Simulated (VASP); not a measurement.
# Co in VASP: further runs

Co is run at these levels: RPBE; tasks: single point, relaxation of cell and atoms.

Program: VASP 6.6.1. These are calculated values, not measurements. Logs are shortened: lines on timing, memory, paths and dates and some standing lists are left out, and cuts for length are marked.

## (1) The cell of the first run

The typed cell holds 2 atoms: a = 2.463 Å, b = 2.463 Å, c = 3.481 Å, α = 90.00°, β = 90.00°, γ = 90.00°.

This isn't the form of Co at room conditions, which is hcp.

## (2) Single point, RPBE, collinear spin, antiferromagnetic start

Input file INCAR:

```
SYSTEM = Co
PREC = Accurate ; ENCUT = 520
EDIFF = 1E-7 ; ISMEAR = -1
SIGMA = 0.05 ; LREAL = .FALSE.
LASPH = .TRUE. ; NELM = 150
ALGO = Normal ; ISIF = 2
LWAVE = .FALSE. ; LCHARG = .FALSE.
ISPIN = 2 ; MAGMOM = 1.7 -1.7
LORBIT = 11 ; LMAXMIX = 4
GGA = RP ; NBANDS = 20
```

Input file KPOINTS:

```
regular mesh
0
G
  12 12 9
  0 0 0
```

Input file POSCAR:

```
Co
1.0
    2.4625056251      0.0000000000      0.0000000000
    0.0000000000      2.4625056251      0.0000000000
    0.0000000000      0.0000000000      3.4805745044
Co
2
Direct
    0.0000000000      0.0000000000      0.0000000000
    0.5000000000      0.5000000000      0.5000000000
```

Potentials or basis: VASP PAW PBE potentials, release 64 (Co).

Launch:

```console
$ cat potpaw_PBE.64/Co/POTCAR > POTCAR
$ mpirun -np 1 vasp_std > vasp.out
```

OUTCAR:

```text
SYSTEM = Co
   PREC = Accurate
   ENCUT = 520
   EDIFF = 1E-7
   ISMEAR = -1
   LREAL = .FALSE.
   LASPH = .TRUE.
   NELM = 150
   ISIF = 2
   ISPIN = 2
   LORBIT = 11
   GGA = RP

 ion  position               nearest neighbor table
   1  0.000  0.000  0.000-   2 2.46   2 2.46   2 2.46   2 2.46   2 2.46   2 2.46   2 2.46   2 2.46

   2  0.500  0.500  0.500-   1 2.46   1 2.46   1 2.46   1 2.46   1 2.46   1 2.46   1 2.46   1 2.46

  LATTYP: Found a simple tetragonal cell.
 ALAT       =     2.4625056251
 C/A-ratio  =     1.4134280421

  Lattice vectors:

 A1 = (   2.4625056251,   0.0000000000,   0.0000000000)
 A2 = (   0.0000000000,   2.4625056251,   0.0000000000)
 A3 = (   0.0000000000,   0.0000000000,   3.4805745044)

Analysis of symmetry for initial positions (statically):
=====================================================================
 Subroutine PRICEL returns following result:

  LATTYP: Found a body centered tetragonal cell.
 ALAT       =     2.4625056251
 C/A-ratio  =     1.4134280421

  Lattice vectors:

 A1 = (  -1.2312528125,  -1.2312528125,  -1.7402872522)
 A2 = (   1.2312528125,   1.2312528125,  -1.7402872522)
 A3 = (   1.2312528125,  -1.2312528125,   1.7402872522)

   2 primitive cells build up your supercell.

 Routine SETGRP: Setting up the symmetry group for a
 simple tetragonal supercell.

 Subroutine GETGRP returns: Found 16 space group operations
 (whereof 16 operations were pure point group operations)
 out of a pool of 16 trial point group operations.

The static configuration has the point symmetry D_4h.

Analysis of symmetry for dynamics (positions and initial velocities):
=====================================================================
 Subroutine PRICEL returns following result:

  LATTYP: Found a body centered tetragonal cell.
 ALAT       =     2.4625056251
 C/A-ratio  =     1.4134280421

  Lattice vectors:

 A1 = (  -1.2312528125,  -1.2312528125,  -1.7402872522)
 A2 = (   1.2312528125,   1.2312528125,  -1.7402872522)
 A3 = (   1.2312528125,  -1.2312528125,   1.7402872522)

   2 primitive cells build up your supercell.

 Routine SETGRP: Setting up the symmetry group for a
 simple tetragonal supercell.

 Subroutine GETGRP returns: Found 16 space group operations
 (whereof 16 operations were pure point group operations)
 out of a pool of 16 trial point group operations.

The dynamic configuration has the point symmetry D_4h.

Analysis of structural, dynamic, and magnetic symmetry:
=====================================================================
 Subroutine PRICEL returns following result:

  LATTYP: Found a body centered tetragonal cell.
 ALAT       =     2.4625056251
 C/A-ratio  =     1.4134280421

  Lattice vectors:

 A1 = (  -1.2312528125,  -1.2312528125,  -1.7402872522)
 A2 = (   1.2312528125,   1.2312528125,  -1.7402872522)
 A3 = (   1.2312528125,  -1.2312528125,   1.7402872522)

   2 primitive cells build up your supercell.

 Routine SETGRP: Setting up the symmetry group for a
 simple tetragonal supercell.

 Subroutine GETGRP returns: Found 16 space group operations
 (whereof 16 operations were pure point group operations)
 out of a pool of 16 trial point group operations.

The overall configuration has the point symmetry D_4h.

 Subroutine INISYM returns: Found 16 space group operations
 (whereof 16 operations are pure point group operations),
 and found     2 'primitive' translations

----------------------------------------------------------------------------------------

                                     Primitive cell

  volume of cell :      10.5530

  direct lattice vectors                    reciprocal lattice vectors
    -1.231252813 -1.231252813 -1.740287252     0.000000000 -0.406090443 -0.287308891
     1.231252813  1.231252813 -1.740287252     0.406090443  0.000000000 -0.287308891
     1.231252813 -1.231252813  1.740287252     0.406090443 -0.406090443  0.000000000

  length of vectors
     2.461821825  2.461821825  2.461821825     0.497449341  0.497449341  0.574298612

[... 58 lines left out ...]
[... 12 lines left out ...]
     19      38.8061      0.00000
     20      38.8132      0.00000

 k-point     2 :       0.0833    0.0000    0.0000
  band No.  band energies     occupation
      1       1.8966      1.00000
      2       6.0811      1.00000
      3       6.7034      1.00000
      4       8.7206      1.00000
      5       8.8306      1.00000
      6       8.8490      1.00000
[... 12 lines left out ...]
     19      36.8312      0.00000
     20      37.8955      0.00000
[... 465 lines left out ...]
      3       7.1263      1.00000
      4       7.2183      1.00000
      5       8.9979      1.00000
      6       9.9900      1.00000
[... 12 lines left out ...]
     19      31.6211      0.00000
     20      36.3517      0.00000

 k-point    24 :       0.4167    0.3333    0.0000
  band No.  band energies     occupation
      1       6.0358      1.00000
      2       6.4340      1.00000
      3       6.9487      1.00000
      4       6.9871      1.00000
      5       9.5203      1.00000
      6      10.1373      0.99995
[... 12 lines left out ...]
     19      32.1770      0.00000
     20      35.1013      0.00000

 [... further k-points ...]

 spin component 2

 k-point     1 :       0.0000    0.0000    0.0000
  band No.  band energies     occupation
      1       1.7084      1.00000
      2       5.9747      1.00000
      3       6.6319      1.00000
      4       8.7860      1.00000
      5       8.7860      1.00000
      6       8.7918      1.00000
[... 12 lines left out ...]
     19      38.8061      0.00000
     20      38.8143      0.00000

 k-point     2 :       0.0833    0.0000    0.0000
  band No.  band energies     occupation
      1       1.8966      1.00000
      2       6.0811      1.00000
      3       6.7034      1.00000
      4       8.7206      1.00000
      5       8.8306      1.00000
      6       8.8490      1.00000
[... 12 lines left out ...]
     19      36.8312      0.00000
     20      37.8955      0.00000
[... 465 lines left out ...]
      3       7.1263      1.00000
      4       7.2183      1.00000
      5       8.9979      1.00000
      6       9.9900      1.00000
[... 12 lines left out ...]
     19      31.6211      0.00000
     20      36.3517      0.00000

 k-point    24 :       0.4167    0.3333    0.0000
  band No.  band energies     occupation
      1       6.0358      1.00000
      2       6.4340      1.00000
      3       6.9487      1.00000
      4       6.9871      1.00000
      5       9.5203      1.00000
      6      10.1373      0.99995
[... 12 lines left out ...]
     19      32.1770      0.00000
     20      35.1013      0.00000

 [... further k-points ...]
[... 5 lines left out ...]
  --------------------------------------------------------------------------------------
  -------------------------------------------------------------------------------------
  Total       -0.0744636     -0.0744636     -0.0805590      0.0000000      0.0000000      0.0000000
  in kB       -5.6526114     -5.6526114     -6.1153178      0.0000000      0.0000000      0.0000000
  external PRESSURE =      -5.8068469 kB  Pullay stress =       0.0000000 kB

 VOLUME and BASIS-vectors are now :
 -----------------------------------------------------------------------------
  energy-cutoff  :      520.00
  volume of cell :       21.11
      direct lattice vectors                 reciprocal lattice vectors
     2.462505625  0.000000000  0.000000000     0.406090443  0.000000000  0.000000000
     0.000000000  2.462505625  0.000000000     0.000000000  0.406090443  0.000000000
     0.000000000  0.000000000  3.480574504     0.000000000  0.000000000  0.287308891

 POSITION                                       TOTAL-FORCE (eV/Angst)
 -----------------------------------------------------------------------------------
      0.00000      0.00000      0.00000         0.000000      0.000000      0.000000
      1.23125      1.23125      1.74029        -0.000000     -0.000000     -0.000000
 -----------------------------------------------------------------------------------
    total drift:                                0.000000     -0.000000     -0.000000

  FREE ENERGIE OF THE ION-ELECTRON SYSTEM (eV)
  ---------------------------------------------------
  free  energy   TOTEN  =       -12.5792958984 eV

  energy  without entropy=      -12.5442710901  energy(sigma->0) =      -12.56178349

 total charge

# of ion       s       p       d       tot
------------------------------------------
    1        0.498   0.539   7.290   8.327
    2        0.498   0.539   7.290   8.327
--------------------------------------------------
tot          0.995   1.079  14.581  16.654

 magnetization (x)

# of ion       s       p       d       tot
------------------------------------------
    1        0.000  -0.000  -0.000  -0.000
    2       -0.000   0.000   0.000   0.000
--------------------------------------------------
tot          0.000   0.000   0.000   0.000
```

Wall time 82 s (1 thread of Intel Xeon Platinum 8488C (Sapphire Rapids), shared host); peak memory 0.2 GiB.

Results:

```yaml
Free_energy: -12.5793 eV
Pressure: -0.6 GPa
Band_gap_on_the_k_mesh: zero (filled and empty bands overlap)
Net_moment: 0.00 μB per cell
Valence_electrons_inside_the_program's_atomic_spheres: Co 8.33
```

Levels at points of the mesh, in eV from the Fermi level:
Spin up:
```tsv
k point	band 6	band 7	band 8	band 9	band 10	band 11	band 12	band 13
(0.00, 0.00, 0.00)	-1.84	-0.56	-0.55	0.30	0.55	0.55	2.81	10.50
(0.50, 0.00, 0.00)	-2.39	-1.10	-1.10	-0.58	-0.58	1.96	1.96	12.53
(0.50, 0.50, 0.00)	0.30	0.55	0.55	0.55	0.55	2.80	2.80	10.49
```
Spin down:
| k point | band 5 | band 6 | band 7 | band 8 | band 9 | band 10 | band 11 | band 12 | band 13 | band 14 |
| --- | --- | --- | --- | --- | --- | --- | --- | --- | --- | --- |
| (0.00, 0.00, 0.00) | -1.85 | -1.84 | -0.56 | -0.55 | 0.30 | 0.55 | 0.55 | 2.81 | 10.50 | 15.51 |
| (0.50, 0.00, 0.00) | -2.39 | -2.39 | -1.10 | -1.10 | -0.58 | -0.58 | 1.96 | 1.96 | 12.53 | 12.53 |
| (0.50, 0.50, 0.00) | 0.30 | 0.30 | 0.55 | 0.55 | 0.55 | 0.55 | 2.80 | 2.80 | 10.49 | 10.49 |

Caveat: the moments typed at the start vanished in this run; the PAW data sets were made with another functional, which shifts forces and pressure a little.

## (3) Single point, RPBE, collinear spin, ferromagnetic start (10.13 Å³/atom)

This run uses another cell than the first one, of 10.13 Å³/atom.

Input file INCAR:

```
PREC = Accurate ; ENCUT = 520
EDIFF = 1E-7 ; ISMEAR = -1
SIGMA = 0.05 ; LREAL = F
LASPH = T ; NELM = 150
ALGO = Normal ; ISIF = 2
LWAVE = F ; LCHARG = F
ISPIN = 2 ; MAGMOM = 1.712 1.712
LORBIT = 11 ; LMAXMIX = 4
GGA = RP ; NBANDS = 20
```

Input file KPOINTS:

```
Automatic mesh
0
Gamma
  14 14 10
```

Input file POSCAR:

```
Co
1.0
    2.4292244423      0.0000000000      0.0000000000
    0.0000000000      2.4292244423      0.0000000000
    0.0000000000      0.0000000000      3.4335339473
Co
2
Direct
    0.0000000000      0.0000000000      0.0000000000
    0.5000000000      0.5000000000      0.5000000000
```

Potentials or basis: VASP PAW PBE potentials, release 64 (Co).

Launch:

```console
$ cat potpaw_PBE.64/Co/POTCAR > POTCAR
$ mpirun -np 1 vasp_std > vasp.out
```

Wall time 86 s (1 thread of Intel Xeon Platinum 8488C (Sapphire Rapids), shared host); peak memory 0.23 GiB.

The run converged. Its results:

```
Free energy                                           : -12.8669 eV
Pressure                                              : 23.9 GPa
Net moment                                            : 3.18 μB per cell
Site moments                                          : Co +1.60 μB
Valence electrons inside the program's atomic spheres : Co 8.42
```

Stress tensor (GPa, compression positive):
```
23.78  0.00  0.00
 0.00 23.78  0.00
 0.00  0.00 24.05
```

Levels at points of the mesh, in eV from the Fermi level:
Spin up:
| k point | band 9 | band 10 | band 11 | band 12 | band 13 | band 14 |
| --- | --- | --- | --- | --- | --- | --- |
| (0.00, 0.00, 0.00) | -0.80 | -0.41 | -0.41 | 2.68 | 10.31 | 15.65 |
| (0.50, 0.00, 0.00) | -1.56 | -1.56 | 1.26 | 1.26 | 12.52 | 12.52 |
| (0.50, 0.50, 0.00) | -0.40 | -0.40 | 2.67 | 2.67 | 10.30 | 10.30 |
| (0.00, 0.00, 0.50) | -1.81 | -1.81 | -1.24 | -1.24 | 20.47 | 20.47 |
| (0.50, 0.00, 0.50) | -0.69 | -0.69 | -0.33 | -0.33 | 6.77 | 6.77 |
| (0.50, 0.50, 0.50) | -0.41 | -0.41 | 8.48 | 8.48 | 8.48 | 8.48 |
Spin down:
| k point | band 4 | band 5 | band 6 | band 7 | band 8 | band 9 | band 10 | band 11 | band 12 | band 13 |
| --- | --- | --- | --- | --- | --- | --- | --- | --- | --- | --- |
| (0.00, 0.00, 0.00) | -1.28 | -1.28 | -1.28 | 0.30 | 0.31 | 1.27 | 1.42 | 1.42 | 2.66 | 11.21 |
| (0.50, 0.00, 0.00) | -2.31 | -1.92 | -1.92 | -0.35 | -0.35 | 0.14 | 0.14 | 2.72 | 2.72 | 13.04 |
| (0.50, 0.50, 0.00) | -3.76 | 1.27 | 1.27 | 1.42 | 1.42 | 1.42 | 1.42 | 2.65 | 2.65 | 11.20 |
| (0.00, 0.00, 0.50) | -2.60 | -0.70 | -0.70 | -0.16 | -0.16 | -0.16 | -0.16 | 0.78 | 0.78 | 20.75 |
| (0.50, 0.00, 0.50) | -1.31 | -1.30 | -1.30 | -0.40 | -0.40 | 1.22 | 1.22 | 1.22 | 1.22 | 7.76 |
| (0.50, 0.50, 0.50) | -2.36 | -2.36 | -2.36 | 0.14 | 0.14 | 1.42 | 1.42 | 8.98 | 8.98 | 8.98 |

Caveat: the cell stands under pressure; the PAW data sets were made with another functional, which shifts forces and pressure a little.

## (4) Single point, RPBE, collinear spin, ferromagnetic start (11.40 Å³/atom)

This run uses another cell than the first one, of 11.40 Å³/atom.

Input file INCAR:

```
SYSTEM = Co
PREC = Accurate
ENCUT = 520
EDIFF = 1E-7
ISMEAR = -1
SIGMA = 0.05
LREAL = .FALSE.
LASPH = .TRUE.
NELM = 150
ALGO = Normal
ISIF = 2
LWAVE = .FALSE.
LCHARG = .FALSE.
ISPIN = 2
MAGMOM = 1.712 1.712
LORBIT = 11
LMAXMIX = 4
GGA = RP
NBANDS = 20
```

Input file KPOINTS:

```
Automatic mesh
0
G
  14 14 10
  0 0 0
```

Input file POSCAR:

```
Co
1.0
    2.5264952325      0.0000000000      0.0000000000
    0.0000000000      2.5264952325      0.0000000000
    0.0000000000      0.0000000000      3.5710192099
Co
2
Direct
    0.0000000000      0.0000000000      0.0000000000
    0.5000000000      0.5000000000      0.5000000000
```

Launch:

```console
$ cat potpaw_PBE.64/Co/POTCAR > POTCAR
$ mpirun -np 1 vasp_std > vasp.out
```

Wall time 2 min (1 thread of Intel Xeon Platinum 8488C (Sapphire Rapids), shared host); peak memory 0.25 GiB.

It converged, with:

```
Free energy                                           : -13.0092 eV
Pressure                                              : -2.8 GPa
Net moment                                            : 3.41 μB per cell
Site moments                                          : Co +1.73 μB
Valence electrons inside the program's atomic spheres : Co 8.18
```

Stress tensor (GPa, compression positive):
```
-2.74  0.00  0.00
 0.00 -2.74  0.00
 0.00  0.00 -2.97
```

Levels at points of the mesh, in eV from the Fermi level:
Spin up:
```tsv
k point	band 9	band 10	band 11	band 12	band 13	band 14
(0.00, 0.00, 0.00)	-1.09	-0.70	-0.70	2.43	9.03	14.40
(0.50, 0.00, 0.00)	-1.65	-1.65	0.78	0.78	11.30	11.30
(0.50, 0.50, 0.00)	-0.70	-0.70	2.42	2.42	9.02	9.02
(0.00, 0.00, 0.50)	-1.86	-1.86	-1.46	-1.46	18.75	18.75
(0.50, 0.00, 0.50)	-0.96	-0.96	-0.28	-0.28	5.67	5.67
(0.50, 0.50, 0.50)	-0.71	-0.71	7.60	7.60	7.60	7.60
```
Spin down:
| k point | band 5 | band 6 | band 7 | band 8 | band 9 | band 10 | band 11 | band 12 |
| --- | --- | --- | --- | --- | --- | --- | --- | --- |
| (0.00, 0.00, 0.00) | -1.08 | -1.07 | 0.33 | 0.34 | 1.15 | 1.20 | 1.20 | 2.37 |
| (0.50, 0.00, 0.00) | -1.56 | -1.56 | -0.22 | -0.22 | 0.13 | 0.13 | 2.33 | 2.33 |
| (0.50, 0.50, 0.00) | 1.15 | 1.15 | 1.20 | 1.20 | 1.21 | 1.21 | 2.36 | 2.36 |
| (0.00, 0.00, 0.50) | -0.54 | -0.54 | -0.13 | -0.13 | -0.13 | -0.13 | 0.73 | 0.73 |
| (0.50, 0.00, 0.50) | -1.05 | -1.05 | -0.39 | -0.39 | 1.07 | 1.07 | 1.07 | 1.07 |
| (0.50, 0.50, 0.50) | -2.02 | -2.02 | 0.19 | 0.19 | 1.21 | 1.21 | 8.06 | 8.06 |

Caveat: the PAW data sets were made with another functional, which shifts forces and pressure a little.

## (5) Relaxation of cell and atoms, RPBE, collinear spin, antiferromagnetic start

This run uses another cell than the first one, of 11.07 Å³/atom.

Input file INCAR:

```
ALGO = Normal
EDIFF = 1E-6
EDIFFG = -0.01
ENCUT = 600
GGA = RP
IBRION = 2
ISIF = 3
ISMEAR = -1
ISPIN = 2
LASPH = True
LCHARG = False
LMAXMIX = 4
LORBIT = 11
LREAL = False
LWAVE = False
MAGMOM = 1.7 -1.7
NELM = 150
NSW = 80
PREC = Accurate
SIGMA = 0.05
```

Input file KPOINTS:

```
k-points
0
Gamma
  12 12 9
```

Input file POSCAR:

```
Co
1.0
    2.5018880127      0.0000000000      0.0000000000
    0.0000000000      2.5018880127      0.0000000000
    0.0000000000      0.0000000000      3.5382039592
Co
2
Direct
    0.0000000000      0.0000000000      0.0000000000
    0.5000000000      0.5000000000      0.5000000000
```

Launch:

```console
$ cat potpaw_PBE.64/Co/POTCAR > POTCAR
$ mpirun -np 1 vasp_std > vasp.out
```

It took 4.9 min on 1 thread of Intel Xeon Platinum 8488C (Sapphire Rapids), shared host; peak memory 0.22 GiB.

Results (log left out):

| Property | Result |
| --- | --- |
| Free energy | -12.5792 eV |
| Relaxed volume | 10.52 Å³/atom |
| Relaxed cell | a = 2.460 Å, b = 2.460 Å, c = 3.478 Å, α = 90.00°, β = 90.00°, γ = 90.00° |
| Space group after relaxing (to 0.1 Å) | Fm-3m (No. 225) |
| Energy gained by relaxing | 18.9 meV/atom |
| Ionic steps | 6 |
| Pressure after relaxing | 0.0 GPa |
| Band gap on the k mesh | zero (filled and empty bands overlap) |
| Net moment | 0.00 μB per cell |
| Valence electrons inside the program's atomic spheres | Co 8.33 |

Stress tensor (GPa, compression positive):
```
 0.04  0.00  0.00
 0.00  0.04  0.00
 0.00  0.00 -0.04
```

The path:
| step | energy change (eV) | largest force (eV/Å) | pressure (GPa) | volume (Å³) |
| --- | --- | --- | --- | --- |
| 1 | 0.0000 | 0.0000 | -10.46 | 22.15 |
| 2 | 0.0113 | 0.0000 | 14.74 | 19.91 |
| 3 | -0.0379 | 0.0000 | -0.13 | 21.05 |
| 4 | -0.0379 | 0.0000 | 0.16 | 21.03 |
| 5 | -0.0379 | 0.0000 | -0.20 | 21.06 |
| 6 | -0.0379 | 0.0000 | 0.01 | 21.04 |

Final structure:
```
Co
1.0
     2.45994    0.00000    0.00000
     0.00000    2.45994    0.00000
     0.00000    0.00000    3.47757
Co
2
Direct
  0.00000 0.00000 0.00000
  0.50000 0.50000 0.50000
```

Levels at points of the mesh, in eV from the Fermi level:
Spin up:
```csv
k point,band 6,band 7,band 8,band 9,band 10,band 11,band 12,band 13
"(0.00, 0.00, 0.00)",-1.85,-0.56,-0.56,0.30,0.55,0.55,2.82,10.53
"(0.50, 0.00, 0.00)",-2.40,-1.11,-1.11,-0.59,-0.59,1.97,1.97,12.55
"(0.50, 0.50, 0.00)",0.30,0.55,0.55,0.55,0.55,2.81,2.81,10.52
```
Spin down:
```tsv
k point	band 6	band 7	band 8	band 9	band 10	band 11	band 12	band 13
(0.00, 0.00, 0.00)	-1.85	-0.56	-0.56	0.30	0.55	0.55	2.82	10.53
(0.50, 0.00, 0.00)	-2.40	-1.11	-1.11	-0.59	-0.59	1.97	1.97	12.55
(0.50, 0.50, 0.00)	0.30	0.55	0.55	0.55	0.55	2.81	2.81	10.52
```

Caveat: the moments typed at the start vanished in this run; the PAW data sets were made with another functional, which shifts forces and pressure a little.
